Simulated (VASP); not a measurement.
# P: single point with revPBE

Crystal: P.

```
P
1.0
     3.25614    0.00000    0.00000
    -1.62807    2.81990    0.00000
     0.00000    0.00000    3.19546
P
2
Direct
  0.33333 0.66667 0.25000
  0.66667 0.33333 0.75000
```

This cell differs from its parent crystal: volume scaled by 0.96.

```
Program             : VASP 6.6.1
Task                : single point
Functional          : revPBE
Potentials or basis : VASP PAW PBE potentials, release 64 (P)
Cutoff              : 520 eV
k mesh              : 12 × 12 × 11
Occupations         : fermi-dirac, width 0.1 eV
Spin                : no spin polarisation
```

The pressure is 3.7 GPa. The band gap on the k mesh is zero (band 5 reaches 11.45 eV, above the bottom of band 6 at 6.14 eV).

Stress tensor (GPa, compression positive):
```
3.32 0.00 0.00
0.00 3.32 0.00
0.00 0.00 4.45
```

Levels at points of the mesh, in eV from the Fermi level:
```
           k point  band 2  band 3  band 4  band 5  band 6  band 7  band 8  band 9
(0.00, 0.00, 0.00)   -4.12   -3.20   -1.82   -1.82    2.19    2.19    2.62    8.40
(0.50, 0.00, 0.00)  -11.21   -4.17   -1.61   -1.35    1.07    2.88    3.06    6.72
```

Run time: 17 s on 1 thread of AMD EPYC 7R13 Processor (Zen 3), on a shared host, peak memory 0.12 GiB.

Caveat: the PAW data sets were made with another functional, which shifts forces and pressure a little.
